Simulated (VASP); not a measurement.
# SiC (P3m1) in VASP: further runs

SiC is run at these levels: PBE; tasks: single point.

All numbers are computed with VASP 6.6.1; they aren't measurements. Logs are shortened: lines on timing, memory, paths and dates and some standing lists are left out, and cuts for length are marked.

### 1 The cell of the first run

It takes space group P3m1 (No. 156, trigonal). Conventional cell: a = 3.097 Å, b = 3.097 Å, c = 17.172 Å, α = 90.00°, β = 90.00°, γ = 120.00°. Si (site symmetry 3m) has 4 C at 1.90 Å within 2.5 Å. Within 2.5 Å of Si (site symmetry 3m) lie 4 C at 1.90 Å. Within 2.5 Å of Si (site symmetry 3m) lie 4 C at 1.90 Å. Si (site symmetry 3m) has 4 C at 1.90 Å within 2.5 Å. Si (site symmetry 3m) has 4 C at 1.90 Å within 2.5 Å. Si (site symmetry 3m) has 3 C at 1.90 Å within 2.5 Å. Within 2.5 Å of C (site symmetry 3m) lie 4 Si at 1.90 Å. Within 2.5 Å of C (site symmetry 3m) lie 4 Si at 1.90 Å.

### 2 Single point, PBE (the distance across one plane changed)

File INCAR:

```
SYSTEM = SiC
ALGO = Normal
EDIFF = 1E-7
ENCUT = 520
GGA = PE
ISIF = 2
ISMEAR = 0
LASPH = .True.
LCHARG = .True.
LELF = .True.
LREAL = .False.
LVHAR = .True.
LWAVE = .False.
NBANDS = 36
NELM = 80
PREC = Accurate
SIGMA = 0.05
```

File KPOINTS:

```
k-points
0
Gamma
  10 10 2
  0 0 0
```

File POSCAR:

```
SiC
1.0
    2.1898640950     -2.1898640950      0.0000000000
    2.1898640950      0.0000000000     -2.1898640950
    9.9141569183      9.9141569183      9.9141569183
Si C
6 6
Direct
    1.0000000000      0.0000000000      0.3497012266
    0.3333333333      0.3333333333      0.2024462045
    0.6666666667      0.6666666667      0.4969562488
    1.0000000000      1.0000000000      0.7914662931
    0.3333333333      0.3333333333      0.6442112709
    0.6666666667      0.6666666667      0.0551911823
    0.6666666667      0.6666666667      0.3865149822
    0.0000000000      0.0000000000      0.2392599600
    0.3333333333      0.3333333333      0.5337700043
    0.6666666667      0.6666666667      0.8282800486
    0.0000000000      0.0000000000      0.6810250265
    0.3333333333      0.3333333333      0.0920049378
```

Potentials or basis: VASP PAW PBE potentials, release 64 (Si, C).

The run is started by

```sh
> cat potpaw_PBE.64/Si/POTCAR potpaw_PBE.64/C/POTCAR > POTCAR
> mpirun -np 1 vasp_std > vasp.out
```

OUTCAR:

```text
SYSTEM = SiC
   EDIFF = 1E-7
   ENCUT = 520
   GGA = PE
   ISIF = 2
   ISMEAR = 0
   LASPH = .True.
   LREAL = .False.
   NELM = 80
   PREC = Accurate

 ion  position               nearest neighbor table
   1  0.000  0.000  0.350-   8 1.90   7 1.90   7 1.90   7 1.90   2 3.10   2 3.10   2 3.10   3 3.10
                             3 3.10   3 3.10
   2  0.333  0.333  0.202-   8 1.90   8 1.90   8 1.90  12 1.90   1 3.10   1 3.10   1 3.10   6 3.10
                             6 3.10   6 3.10
   3  0.667  0.667  0.497-   9 1.90   9 1.90   7 1.90   9 1.90   5 3.10   5 3.10   5 3.10   1 3.10
                             1 3.10   1 3.10
   4  0.000  0.000  0.791-  10 1.90  11 1.90  10 1.90  10 1.90   5 3.10   5 3.10   5 3.10
   5  0.333  0.333  0.644-   9 1.90  11 1.90  11 1.90  11 1.90   3 3.10   3 3.10   3 3.10   4 3.10
                             4 3.10   4 3.10
   6  0.667  0.667  0.055-  12 1.90  12 1.90  12 1.90   2 3.10   2 3.10   2 3.10
   7  0.667  0.667  0.387-   3 1.90   1 1.90   1 1.90   1 1.90
   8  0.000  0.000  0.239-   2 1.90   1 1.90   2 1.90   2 1.90
   9  0.333  0.333  0.534-   3 1.90   3 1.90   5 1.90   3 1.90
  10  0.667  0.667  0.828-   4 1.90   4 1.90   4 1.90
  11  0.000  0.000  0.681-   4 1.90   5 1.90   5 1.90   5 1.90
  12  0.333  0.333  0.092-   6 1.90   6 1.90   6 1.90   2 1.90

  LATTYP: Found a hexagonal cell.
 ALAT       =     3.0969355029
 C/A-ratio  =     5.5447791795

  Lattice vectors:

 A1 = (  -2.1898640950,   0.0000000000,   2.1898640950)
 A2 = (   2.1898640950,  -2.1898640950,   0.0000000000)
 A3 = (   9.9141569183,   9.9141569183,   9.9141569183)

Analysis of symmetry for initial positions (statically):
=====================================================================
 Subroutine PRICEL returns:
 Original cell was already a primitive cell.

 Routine SETGRP: Setting up the symmetry group for a
 hexagonal supercell.

 Subroutine GETGRP returns: Found  6 space group operations
 (whereof  6 operations were pure point group operations)
 out of a pool of 24 trial point group operations.

The static configuration has the point symmetry C_3v.

Analysis of symmetry for dynamics (positions and initial velocities):
=====================================================================
 Subroutine PRICEL returns:
 Original cell was already a primitive cell.

 Routine SETGRP: Setting up the symmetry group for a
 hexagonal supercell.

 Subroutine GETGRP returns: Found  6 space group operations
[... 133 lines left out ...]
   PSTRESS=    0.0 pullay stress
   NELECT =      48.0000    total number of electrons
   NUPDOWN=      -1.0000    fix difference up-down
   EMIN   =  10.00;   EMAX   =-10.00  energy-range for DOS
   EFERMI =   0.00;   METHOD = LEGACY
   ISMEAR =     0;   SIGMA  =   0.05  broadening in eV -4-tet -1-fermi 0-gaus
   EFERMI_NEDOS =   21; number of points for ismear=-14 and -15
   IALGO  =     38    algorithm
   IMIX   =      4    mixing-type and parameters
     AMIX     =   0.40;   BMIX     =  1.00
     AMIX_MAG =   1.60;   BMIX_MAG =  1.00
  volume/ion in A,a.u.               =      11.89        80.21
  Fermi-wavevector in a.u.,A,eV,Ry     =   1.138723  2.151875 17.642542  1.296690
  Thomas-Fermi vector in A             =   2.275427
   LORBIT       =      0    0 simple, 1 ext, 2 COOP (PROOUT), +10 PAW based schemes
   GGA     = PE    functional components
   LHFCALC =     F    Hartree Fock is set to
   AEXX    =    0.0000 exact exchange contribution
   IVDW    =     0    specifies the selected vdW correction
   LEPSILON=     F    determine dielectric tensor
   LRPA    =     F    only Hartree local field effects (RPA)
 non-spin polarized calculation
 Gauss-broadening in eV      SIGMA  =   0.05
  energy-cutoff  :      520.00
  volume of cell :      142.63
 maximum number of plane-waves:      3860
   NGX = 11   NGY = 11   NGZ = 63

 number of electron      48.0000001 magnetization

 Free energy of the ion-electron system (eV)
  ---------------------------------------------------
  ext. energy  EPLUGINS =         0.00000000
  ---------------------------------------------------
  free energy    TOTEN  =       -86.64891947 eV

  energy without entropy =      -86.64826299  energy(sigma->0) =      -86.64859123

 E-fermi :   7.2206     XC(G=0): -10.5600

 val. band max:        7.1565189256   @ k =   0.5000   0.0000   0.0000
 cond. band min:       7.2455137857   @ k =   0.0000   0.0000   0.5000
 fundamental gap:      0.0889948601
 Fermi energy:         7.2205578733

 k-point     1 :       0.0000    0.0000    0.0000
  band No.  band energies     occupation
      1      -9.1720      2.00000
      2      -8.6403      2.00000
      3      -8.0221      2.00000
      4      -7.2313      2.00000
      5      -6.3734      2.00000
      6      -5.2245      2.00000
[... 925 lines left out ...]
     35      13.5194      0.00000
     36      13.6493      0.00000

 [... further k-points ...]

------------------------ aborting loop because EDIFF is reached ----------------------------------------

  FORCE on cell =-STRESS in cart. coord.  units (eV):
  Direction    XX          YY          ZZ          XY          YZ          ZX
  --------------------------------------------------------------------------------------
  -------------------------------------------------------------------------------------
  Total       -1.3370026     -1.3370026     -1.3370026     -1.2801214     -1.2801214     -1.2801214
  in kB      -15.0186693    -15.0186693    -15.0186693    -14.3797180    -14.3797180    -14.3797180
  external PRESSURE =     -15.0186693 kB  Pullay stress =       0.0000000 kB

 VOLUME and BASIS-vectors are now :
 -----------------------------------------------------------------------------
  energy-cutoff  :      520.00
  volume of cell :      142.63
      direct lattice vectors                 reciprocal lattice vectors
     2.189864095 -2.189864095  0.000000000     0.152216448 -0.304432895  0.152216448
     2.189864095  0.000000000 -2.189864095     0.152216448  0.152216448 -0.304432895
     9.914156918  9.914156918  9.914156918     0.033621955  0.033621955  0.033621955

 POSITION                                       TOTAL-FORCE (eV/Angst)
 -----------------------------------------------------------------------------------
      3.46699      3.46699      3.46699         0.151751      0.151751      0.151751
      3.46699      1.27713      1.27713         0.200281      0.200281      0.200281
      7.84672      3.46699      3.46699         0.135405      0.135405      0.135405
      7.84672      7.84672      7.84672         1.652847      1.652847      1.652847
      7.84672      5.65686      5.65686         0.216704      0.216704      0.216704
      3.46699     -0.91274     -0.91274        -0.117556     -0.117556     -0.117556
      6.75179      2.37206      2.37206        -0.136248     -0.136248     -0.136248
      2.37206      2.37206      2.37206        -0.172543     -0.172543     -0.172543
      6.75179      4.56192      4.56192        -0.151650     -0.151650     -0.151650
     11.13152      6.75179      6.75179        -0.938119     -0.938119     -0.938119
      6.75179      6.75179      6.75179        -0.372649     -0.372649     -0.372649
      2.37206      0.18220      0.18220        -0.468223     -0.468223     -0.468223
 -----------------------------------------------------------------------------------
    total drift:                               -0.000451     -0.000451     -0.000451

  FREE ENERGIE OF THE ION-ELECTRON SYSTEM (eV)
  ---------------------------------------------------
  free  energy   TOTEN  =       -86.6489194681 eV

  energy  without entropy=      -86.6482629871  energy(sigma->0) =      -86.64859123
```

Run time: 2 min. Hardware: 1 thread of Intel Xeon 6975P-C (Granite Rapids), shared host; peak memory 0.3 GiB.

What came out:

```yaml
Free_energy: -86.6489 eV
Pressure: -1.5 GPa
Largest_force: 2.863 eV/Å
Band_gap_on_the_k_mesh: zero (bands 24 and 25 overlap by 0.09 eV)
```

Forces in eV/Å, atoms in the order of the input:
```
Si   0.152  0.152  0.152
Si   0.200  0.200  0.200
Si   0.135  0.135  0.135
Si   1.653  1.653  1.653
Si   0.217  0.217  0.217
Si  -0.118 -0.118 -0.118
C   -0.136 -0.136 -0.136
C   -0.173 -0.173 -0.173
C   -0.152 -0.152 -0.152
C   -0.938 -0.938 -0.938
C   -0.373 -0.373 -0.373
C   -0.468 -0.468 -0.468
```

Levels at points of the mesh, in eV from the Fermi level:
```
           k point  band 22  band 23  band 24  band 25  band 26  band 27
(0.00, 0.00, 0.00)    -0.58     0.02     0.02     0.53     4.05     4.42
(0.50, 0.00, 0.00)    -2.40    -1.41    -0.52    -0.06     0.95     1.63
(0.00, 0.00, 0.50)    -0.85     0.02     0.02     0.66     4.05     4.42
(0.50, 0.00, 0.50)    -2.40    -1.41    -0.61     0.07     0.85     1.67
```

Caveat: the cell differs from its parent crystal (the distance across one plane changed); semilocal functionals underestimate gaps, so a narrow gap can read as zero; forces of over 1 eV/Å act on the atoms, so gaps and moduli don't describe the material at rest.

### 3 Single point, PBE

File INCAR:

```
PREC = Accurate ; ENCUT = 520
EDIFF = 1E-6 ; ISMEAR = 0
SIGMA = 0.05 ; LREAL = False
LASPH = True ; NELM = 80
ALGO = Normal ; ISIF = 2
LWAVE = False ; LCHARG = True
GGA = PE ; LELF = True
LVHAR = True ; NBANDS = 36
```

File KPOINTS:

```
regular mesh
0
Gamma
  10 10 2
```

POSCAR is that of step 2.

Potentials or basis: VASP PAW PBE potentials, release 64 (Si, C).

The run is started by

```sh
> cat potpaw_PBE.64/Si/POTCAR potpaw_PBE.64/C/POTCAR > POTCAR
> mpirun -np 1 vasp_std > vasp.out
```

It took 1.8 min on 1 thread of Intel Xeon 6975P-C (Granite Rapids), shared host; peak memory 0.29 GiB.

The run converged. Its results:

```yaml
Free_energy: -86.6489 eV
Pressure: -1.5 GPa
Largest_force: 2.862 eV/Å
Band_gap_on_the_k_mesh: zero (bands 24 and 25 overlap by 0.09 eV)
```

Forces on the atoms (eV/Å):
```
Si   0.152  0.152  0.152
Si   0.199  0.199  0.199
Si   0.135  0.135  0.135
Si   1.652  1.652  1.652
Si   0.217  0.217  0.217
Si  -0.119 -0.119 -0.119
C   -0.136 -0.136 -0.136
C   -0.172 -0.172 -0.172
C   -0.151 -0.151 -0.151
C   -0.939 -0.939 -0.939
C   -0.372 -0.372 -0.372
C   -0.465 -0.465 -0.465
```

Stress tensor (GPa, compression positive):
```
-1.50 -1.44 -1.44
-1.44 -1.50 -1.44
-1.44 -1.44 -1.50
```

Levels at points of the mesh, in eV from the Fermi level:
```csv
k point,band 21,band 22,band 23,band 24,band 25,band 26,band 27,band 28
"(0.00, 0.00, 0.00)",-1.09,-0.58,0.03,0.03,0.53,4.05,4.42,4.75
"(0.50, 0.00, 0.00)",-2.72,-2.40,-1.41,-0.52,-0.06,0.95,1.63,2.41
"(0.00, 0.00, 0.50)",-1.09,-0.85,0.03,0.03,0.66,4.05,4.42,4.74
"(0.50, 0.00, 0.50)",-2.68,-2.40,-1.41,-0.61,0.07,0.85,1.67,2.46
```

Caveat: semilocal functionals underestimate gaps, so a narrow gap can read as zero; forces of over 1 eV/Å act on the atoms, so gaps and moduli don't describe the material at rest.
